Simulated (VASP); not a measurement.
# SiC (P6_3mc) in VASP: notebook, part 2 of 2

VASP 6.6.1. The steps go on from the part before.

**3. Single point, PBE (10.81 Å³/atom)**

This run uses another cell than the first one, of 10.81 Å³/atom.

File INCAR:

```
SYSTEM = SiC
PREC = Accurate
ENCUT = 520
EDIFF = 1E-7
ISMEAR = 0
SIGMA = 0.01
LREAL = .FALSE.
LASPH = .TRUE.
NELM = 60
ALGO = Normal
ISIF = 2
LWAVE = .FALSE.
LCHARG = .TRUE.
GGA = PE
LELF = .TRUE.
LVHAR = .TRUE.
NBANDS = 26
```

File KPOINTS:

```
Automatic mesh
0
G
  9 9 2
  0 0 0
```

File POSCAR:

```
SiC
1.0
    3.1246671217      0.0000000000      0.0000000000
   -1.5623335609      2.7060411058      0.0000000000
    0.0000000000      0.0000000000     10.2293592696
Si C
4 4
Direct
    0.0000000000      0.0000000000     -0.0001500102
    0.3333333333      0.6666666667      0.2499054348
    0.0000000000      0.0000000000      0.4998499898
    0.6666666667      0.3333333333      0.7499054348
    0.0000000000      0.0000000000      0.1873051250
    0.3333333333      0.6666666667      0.4379394504
    0.0000000000      0.0000000000      0.6873051250
    0.6666666667      0.3333333333      0.9379394504
```

Potentials or basis: VASP PAW PBE potentials, release 64 (Si, C).

The run is started by

```
$ cat potpaw_PBE.64/Si/POTCAR potpaw_PBE.64/C/POTCAR > POTCAR
$ mpirun -np 1 vasp_std > vasp.out
```

OUTCAR:

```text
SYSTEM = SiC
   PREC = Accurate
   ENCUT = 520
   EDIFF = 1E-7
   ISMEAR = 0
   LREAL = .FALSE.
   LASPH = .TRUE.
   NELM = 60
   ISIF = 2
   GGA = PE

 ion  position               nearest neighbor table
   1  0.000  0.000  1.000-   8 1.91   8 1.91   8 1.91   5 1.92   4 3.13   4 3.13   4 3.13   2 3.13
                             2 3.13   2 3.13
   2  0.333  0.667  0.250-   5 1.91   5 1.91   5 1.91   6 1.92   3 3.13   3 3.13   3 3.13   1 3.13
                             1 3.13   1 3.13
   3  0.000  0.000  0.500-   6 1.91   6 1.91   6 1.91   7 1.92   2 3.13   2 3.13   2 3.13   4 3.13
                             4 3.13   4 3.13
   4  0.667  0.333  0.750-   7 1.91   7 1.91   7 1.91   8 1.92   1 3.13   1 3.13   1 3.13   3 3.13
                             3 3.13   3 3.13
   5  0.000  0.000  0.187-   2 1.91   2 1.91   2 1.91   1 1.92
   6  0.333  0.667  0.438-   3 1.91   3 1.91   3 1.91   2 1.92
   7  0.000  0.000  0.687-   4 1.91   4 1.91   4 1.91   3 1.92
   8  0.667  0.333  0.938-   1 1.91   1 1.91   1 1.91   4 1.92

  LATTYP: Found a hexagonal cell.
 ALAT       =     3.1246671217
 C/A-ratio  =     3.2737436889

  Lattice vectors:

 A1 = (   3.1246671217,   0.0000000000,   0.0000000000)
 A2 = (  -1.5623335609,   2.7060411058,   0.0000000000)
 A3 = (   0.0000000000,   0.0000000000,  10.2293592696)

Analysis of symmetry for initial positions (statically):
=====================================================================
 Subroutine PRICEL returns:
 Original cell was already a primitive cell.

 Routine SETGRP: Setting up the symmetry group for a
 hexagonal supercell.

 Subroutine GETGRP returns: Found 12 space group operations
 (whereof  6 operations were pure point group operations)
 out of a pool of 24 trial point group operations.

The static configuration has the point symmetry C_3v.
 The point group associated with its full space group is C_6v.

Analysis of symmetry for dynamics (positions and initial velocities):
[... 146 lines left out ...]
  Thomas-Fermi vector in A             =   2.311631
   LORBIT       =      0    0 simple, 1 ext, 2 COOP (PROOUT), +10 PAW based schemes
   GGA     = PE    functional components
   LHFCALC =     F    Hartree Fock is set to
   AEXX    =    0.0000 exact exchange contribution
   IVDW    =     0    specifies the selected vdW correction
   LEPSILON=     F    determine dielectric tensor
   LRPA    =     F    only Hartree local field effects (RPA)
 non-spin polarized calculation
 Gauss-broadening in eV      SIGMA  =   0.01
  energy-cutoff  :      520.00
  volume of cell :       86.49
 maximum number of plane-waves:      2346
 NGX is ok and might be reduce to    24
   NGX = 11   NGY = 11   NGZ = 39

 number of electron      32.0000001 magnetization

 Free energy of the ion-electron system (eV)
  ---------------------------------------------------
  ext. energy  EPLUGINS =         0.00000000
  ---------------------------------------------------
  free energy    TOTEN  =       -60.20015205 eV

  energy without entropy =      -60.20015205  energy(sigma->0) =      -60.20015205

 E-fermi :   7.7842     XC(G=0): -11.1619

 val. band max:        7.6853325271   @ k =   0.0000   0.0000   0.0000
 cond. band min:      10.0015819736   @ k =   0.4444  -0.0000   0.0000
 fundamental gap:      2.3162494465
 Fermi energy:         7.7841707664

 k-point     1 :       0.0000    0.0000    0.0000
  band No.  band energies     occupation
      1      -7.4507      2.00000
      2      -6.3151      2.00000
      3      -6.2815      2.00000
      4      -4.0458      2.00000
      5      -0.6808      2.00000
      6       3.3863      2.00000
[... 685 lines left out ...]
     25      17.4991      0.00000
     26      17.4998      0.00000

------------------------ aborting loop because EDIFF is reached ----------------------------------------

  FORCE on cell =-STRESS in cart. coord.  units (eV):
  Direction    XX          YY          ZZ          XY          YZ          ZX
  --------------------------------------------------------------------------------------
  -------------------------------------------------------------------------------------
  Total       -3.2364742     -3.2364742     -3.1844535      0.0000000      0.0000000     -0.0000000
  in kB      -59.9509614    -59.9509614    -58.9873533      0.0000000      0.0000000     -0.0000000
  external PRESSURE =     -59.6297587 kB  Pullay stress =       0.0000000 kB

 VOLUME and BASIS-vectors are now :
 -----------------------------------------------------------------------------
  energy-cutoff  :      520.00
  volume of cell :       86.49
      direct lattice vectors                 reciprocal lattice vectors
     3.124667122  0.000000000  0.000000000     0.320034090  0.184771768  0.000000000
    -1.562333561  2.706041106  0.000000000     0.000000000  0.369543536  0.000000000
     0.000000000  0.000000000 10.229359270     0.000000000  0.000000000  0.097757833

 POSITION                                       TOTAL-FORCE (eV/Angst)
 -----------------------------------------------------------------------------------
      0.00000      0.00000     10.22782         0.000000      0.000000      0.006049
     -0.00000      1.80403      2.55637         0.000000     -0.000000     -0.011657
      0.00000      0.00000      5.11315        -0.000000      0.000000      0.006049
      1.56233      0.90201      7.67105        -0.000000      0.000000     -0.011657
      0.00000      0.00000      1.91601         0.000000     -0.000000     -0.001328
     -0.00000      1.80403      4.47984        -0.000000      0.000000      0.006936
      0.00000      0.00000      7.03069        -0.000000     -0.000000     -0.001328
      1.56233      0.90201      9.59452         0.000000     -0.000000      0.006936
 -----------------------------------------------------------------------------------
    total drift:                                0.000000      0.000000      0.000378

  FREE ENERGIE OF THE ION-ELECTRON SYSTEM (eV)
  ---------------------------------------------------
  free  energy   TOTEN  =       -60.2001520478 eV

  energy  without entropy=      -60.2001520478  energy(sigma->0) =      -60.20015205
```

OSZICAR:

```text
N       E                     dE             d eps       ncg     rms          rms(c)
DAV:   1     0.743211127486E+02    0.74321E+02   -0.14238E+04  1248   0.108E+03
DAV:   2    -0.597099873868E+02   -0.13403E+03   -0.12372E+03  1638   0.193E+02
DAV:   3    -0.670408604064E+02   -0.73309E+01   -0.72732E+01  1718   0.421E+01
DAV:   4    -0.671422452884E+02   -0.10138E+00   -0.10122E+00  1576   0.572E+00
DAV:   5    -0.671440848479E+02   -0.18396E-02   -0.18383E-02  1708   0.731E-01    0.167E+01
DAV:   6    -0.603385617664E+02    0.68055E+01   -0.18830E+01  1600   0.188E+01    0.747E+00
DAV:   7    -0.602321074255E+02    0.10645E+00   -0.19562E+00  1706   0.620E+00    0.329E+00
DAV:   8    -0.602023444420E+02    0.29763E-01   -0.10384E-01  1500   0.155E+00    0.102E+00
DAV:   9    -0.601995175582E+02    0.28269E-02   -0.17029E-02  1568   0.701E-01    0.164E-01
DAV:  10    -0.602000522475E+02   -0.53469E-03   -0.16012E-03  1592   0.193E-01    0.811E-02
DAV:  11    -0.602001483760E+02   -0.96129E-04   -0.24803E-04  1482   0.934E-02    0.173E-02
DAV:  12    -0.602001506559E+02   -0.22798E-05   -0.10205E-05  1592   0.176E-02    0.666E-03
DAV:  13    -0.602001517444E+02   -0.10885E-05   -0.67935E-07  1554   0.440E-03    0.146E-03
DAV:  14    -0.602001520278E+02   -0.28341E-06   -0.83381E-08  1036   0.154E-03    0.131E-03
DAV:  15    -0.602001520478E+02   -0.20044E-07   -0.16235E-08   826   0.765E-04
   1 F= -.60200152E+02 E0= -.60200152E+02  d E =-.260935E-46
```

stdout:

```text
POSCAR found type information on POSCAR SiC
 POSCAR found :  2 types and       8 ions
 scaLAPACK will be used
 LDA part: xc-table for (Slater+PW92), standard interpolation
 POSCAR, INCAR and KPOINTS ok, starting setup
 FFT: planning ... GRIDC
 FFT: planning ... GRID_SOFT
 FFT: planning ... GRID
 WAVECAR not read
 entering main loop
```

It took 76 s on 1 thread of Intel Xeon 8259CL, shared host; peak memory 0.21 GiB.

Results:

| Quantity | Value |
| --- | --- |
| Free energy | -60.2002 eV |
| Pressure | -6.0 GPa |
| Largest force | 0.012 eV/Å |
| Band gap on the k mesh | 2.32 eV (least direct gap 3.39 eV) |

Forces in eV/Å, atoms in the order of the input:
```
Si   0.000  0.000  0.006
Si   0.000  0.000 -0.012
Si   0.000  0.000  0.006
Si   0.000  0.000 -0.012
C    0.000  0.000 -0.001
C    0.000  0.000  0.007
C    0.000  0.000 -0.001
C    0.000  0.000  0.007
```

Stress tensor (GPa, compression positive):
```
-6.00  0.00  0.00
 0.00 -6.00  0.00
 0.00  0.00 -5.90
```

Caveat: the cell stands under tension. A k mesh can miss the band edges.

**4. Single point, PBE (11.13 Å³/atom)**

This run uses another cell than the first one, of 11.13 Å³/atom.

File INCAR:

```
SYSTEM = SiC
PREC = Accurate
ENCUT = 520
EDIFF = 1E-6
ISMEAR = 0
SIGMA = 0.01
LREAL = .False.
LASPH = .True.
NELM = 80
ALGO = Normal
ISIF = 2
LWAVE = .False.
LCHARG = .False.
GGA = PE
NBANDS = 26
```

File KPOINTS:

```
Automatic mesh
0
Gamma
  9 9 2
  0 0 0
```

Changes to POSCAR since step 3:

```diff
@@ -2,5 +2,5 @@
 1.0
-    3.1246671217      0.0000000000      0.0000000000
-   -1.5623335609      2.7060411058      0.0000000000
-    0.0000000000      0.0000000000     10.2293592696
+    3.1547138411      0.0000000000      0.0000000000
+   -1.5773569206      2.7320623281      0.0000000000
+    0.0000000000      0.0000000000     10.3277245276
 Si C
```

The run is started by

```
$ cat potpaw_PBE.64/Si/POTCAR potpaw_PBE.64/C/POTCAR > POTCAR
$ mpirun -np 1 vasp_std > vasp.out
```

Wall time 65 s (1 thread of Intel Xeon 8259CL, shared host); peak memory 0.21 GiB.

It converged, with:

```
Free energy            : -60.0659 eV
Pressure               : -11.1 GPa
Largest force          : 0.019 eV/Å
Band gap on the k mesh : 2.30 eV (least direct gap 3.36 eV)
```

Forces in eV/Å, atoms in the order of the input:
```
Si   0.000  0.000  0.009
Si   0.000  0.000 -0.019
Si   0.000  0.000  0.009
Si   0.000  0.000 -0.019
C    0.000  0.000 -0.001
C    0.000  0.000  0.011
C    0.000  0.000 -0.001
C    0.000  0.000  0.011
```

Stress tensor (GPa, compression positive):
```
-11.13   0.00   0.00
  0.00 -11.13   0.00
  0.00   0.00 -10.97
```

Levels at points of the mesh, in eV from the valence-band top:
```csv
k point,band 14,band 15,band 16,band 17,band 18,band 19
"(0.00, 0.00, 0.00)",-0.05,0.00,0.00,4.47,5.05,5.45
"(0.00, 0.00, 0.50)",-0.20,-0.20,-0.20,4.68,4.68,6.03
```

Caveat: the cell stands under tension. A k mesh can miss the band edges.

**5. Single point, r2SCAN (9.71 Å³/atom)**

This run uses another cell than the first one, of 9.71 Å³/atom.

File POSCAR:

```
SiC
1.0
    3.0147301607      0.0000000001      0.0000000000
   -1.5073650804      2.6108329047      0.0000000000
    0.0000000000      0.0000000000      9.8710176640
Si C
4 4
Direct
    0.0000000000      0.0000000000     -0.0001405664
    0.3333333333      0.6666666667      0.2499083814
    0.0000000000      0.0000000000      0.4998594336
    0.6666666667      0.3333333333      0.7499083814
    0.0000000000      0.0000000000      0.1872833956
    0.3333333333      0.6666666667      0.4379487895
    0.0000000000      0.0000000000      0.6872833956
    0.6666666667      0.3333333333      0.9379487895
```

File INCAR.step1:

```
PREC = Accurate
ENCUT = 520
ISMEAR = 0
SIGMA = 0.01
LREAL = False
LASPH = True
NELM = 100
NBANDS = 26
GGA = PE
ALGO = Normal
EDIFF = 1E-4
LWAVE = True
LCHARG = False
```

File INCAR.step2:

```
PREC = Accurate
ENCUT = 520
EDIFF = 1E-6
ISMEAR = 0
SIGMA = 0.01
LREAL = False
LASPH = True
NELM = 100
ALGO = Normal
ISIF = 2
LWAVE = False
LCHARG = False
METAGGA = R2SCAN
LMIXTAU = True
NBANDS = 26
ISTART = 1
```

File KPOINTS:

```
regular mesh
0
Gamma
  9 9 2
```

The run is started by

```
$ cat potpaw_PBE.64/Si/POTCAR potpaw_PBE.64/C/POTCAR > POTCAR
$ cp INCAR.step1 INCAR
$ mpirun -np 1 vasp_std > vasp.out
$ cp INCAR.step2 INCAR
$ mpirun -np 1 vasp_std > vasp.out
```

Wall time 3.8 min (1 thread of Intel Xeon 8259CL, shared host); peak memory 0.22 GiB.

Results (log left out):

```yaml
Free_energy: -77.0780 eV
Pressure: 15.6 GPa
Largest_force: 0.021 eV/Å
Band_gap_on_the_k_mesh: 2.76 eV (least direct gap 3.92 eV)
```

Forces on the atoms (eV/Å):
```
Si   0.000  0.000 -0.011
Si   0.000  0.000  0.021
Si   0.000  0.000 -0.011
Si   0.000  0.000  0.021
C    0.000  0.000  0.001
C    0.000  0.000 -0.011
C    0.000  0.000  0.001
C    0.000  0.000 -0.011
```

Stress tensor (GPa, compression positive):
```
15.71  0.00  0.00
 0.00 15.71  0.00
 0.00  0.00 15.46
```

Levels at points of the mesh, in eV from the valence-band top:
| k point | band 14 | band 15 | band 16 | band 17 | band 18 | band 19 |
| --- | --- | --- | --- | --- | --- | --- |
| (0.00, 0.00, 0.00) | -0.05 | 0.00 | 0.00 | 6.25 | 6.84 | 7.51 |
| (0.00, 0.00, 0.50) | -0.22 | -0.22 | -0.22 | 6.47 | 6.47 | 7.99 |

Caveat: the cell stands under pressure; the PAW data sets were made with another functional, which shifts forces and pressure a little. A k mesh can miss the band edges.

**6. The runs side by side**

| level | cell | gap on the mesh (eV) | pressure (GPa) | largest force (eV/Å) |
| --- | --- | --- | --- | --- |
| PBE | a = 3.094, b = 3.094, c = 10.129 Å, angles 90.0, 90.0, 120.0°, 8 atoms | 2.33 | 0.0 | - |
| PBE | a = 3.125, b = 3.125, c = 10.229 Å, angles 90.0, 90.0, 120.0°, 8 atoms | 2.32 | -6.0 | 0.01 |
| PBE | a = 3.155, b = 3.155, c = 10.328 Å, angles 90.0, 90.0, 120.0°, 8 atoms | 2.30 | -11.1 | 0.02 |
| r2SCAN | a = 3.015, b = 3.015, c = 9.871 Å, angles 90.0, 90.0, 120.0°, 8 atoms | 2.76 | 15.6 | 0.02 |

Alike in all rows: task single point; potentials or basis VASP PAW PBE potentials, release 64 (Si, C); no spin polarisation; k mesh 9 × 9 × 2; cutoff (eV) 520; smearing gaussian 0.01 eV.

Caveats: the cell stands under tension (at least some runs); the cell stands under pressure (at least some runs); the PAW data sets were made with another functional, which shifts forces and pressure a little (at least some runs).

Total energies depend on the potentials used, so only differences within one code and one set of settings carry meaning.
